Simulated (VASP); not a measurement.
Set up this calculation in VASP 6.6.1, as the native input.

| Quantity | Value |
| --- | --- |
| Task | single point |
| Functional | PBE |
| Potentials or basis | VASP PAW PBE potentials, release 64 (Ti_sv) |
| Cutoff | 520 eV |
| k mesh | 10 × 10 × 6 |
| Occupations | gaussian, width 0.017 eV |
| Spin | no spin polarisation |
| Dipole correction | no |
| Further INCAR settings | ALGO = Fast; EDIFF = 1e-06; NBANDS = 19 |

The structure of Ti lies in POSCAR:

```
Ti
1.0
    2.9500000000      0.0000000000      0.0000000000
   -1.4750000000      2.5547749412      0.0000000000
    0.0000000000      0.0000000000      4.6800000000
Ti
2
Direct
    0.6666666667      0.3333333333      0.7500000000
    0.3333333333      0.6666666667      0.2500000000
```

The input as run:

INCAR

```
PREC = Accurate
ENCUT = 520
EDIFF = 1E-6
ISMEAR = 0
SIGMA = 0.017
LREAL = False
LASPH = True
NELM = 80
ALGO = Fast
ISIF = 2
LWAVE = False
LCHARG = False
GGA = PE
NBANDS = 19
```

KPOINTS

```
regular mesh
0
Gamma
  10 10 6
```

Potentials or basis: VASP PAW PBE potentials, release 64 (Ti_sv).

Run with:

```console
$ cat potpaw_PBE.64/Ti_sv/POTCAR > POTCAR
$ mpirun -np 1 vasp_std > vasp.out
```

Results of the run:

```json
{
  "Pressure": "-1.7 GPa",
  "Band gap on the k mesh": "zero (band 12 reaches 8.94 eV, above the bottom of band 13 at 7.94 eV)"
}
```

Wall time 60 s on 1 thread of Intel Xeon 6975P-C (shared host), peak memory 0.17 GiB.
